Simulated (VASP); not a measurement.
Crystal: CdF2.

```
Cd F
1.0
     0.00000    2.69400    2.69400
     2.69400    0.00000    2.69400
     2.69400    2.69400    0.00000
Cd F
1 2
Direct
  0.00000 0.00000 0.00000
  0.75000 0.75000 0.75000
  0.25000 0.25000 0.25000
```

| Property | Result |
| --- | --- |
| Program | VASP 6.6.1 |
| Task | relaxation of cell and atoms |
| Functional | PBE |
| Potentials or basis | VASP PAW PBE potentials, release 64 (Cd, F) |
| Cutoff | 600 eV |
| k mesh | 9 × 9 × 9 |
| Occupations | fermi-dirac, width 0.05 eV |
| Spin | no spin polarisation |

At the start: pressure 6.0 GPa; volume 13.03 Å³/atom.

Question: Where does the relaxation end?

Answer: Over 3 steps the energy falls by 13.4 meV/atom and the volume is 13.78 Å³/atom (+5.8 %); space group Fm-3m (No. 225, to 0.05 Å).

Step by step:
| step | energy change (eV) | largest force (eV/Å) | pressure (GPa) | volume (Å³) |
| --- | --- | --- | --- | --- |
| 1 | 0.0000 | 0.0000 | 6.03 | 39.10 |
| 2 | -0.0378 | 0.0000 | -1.27 | 41.95 |
| 3 | -0.0401 | 0.0000 | 0.02 | 41.35 |

Final structure:
```
Cd F
1.0
     0.00000    2.74471    2.74471
     2.74471    0.00000    2.74471
     2.74471    2.74471    0.00000
Cd F
1 2
Direct
  0.00000 0.00000 0.00000
  0.75000 0.75000 0.75000
  0.25000 0.25000 0.25000
```
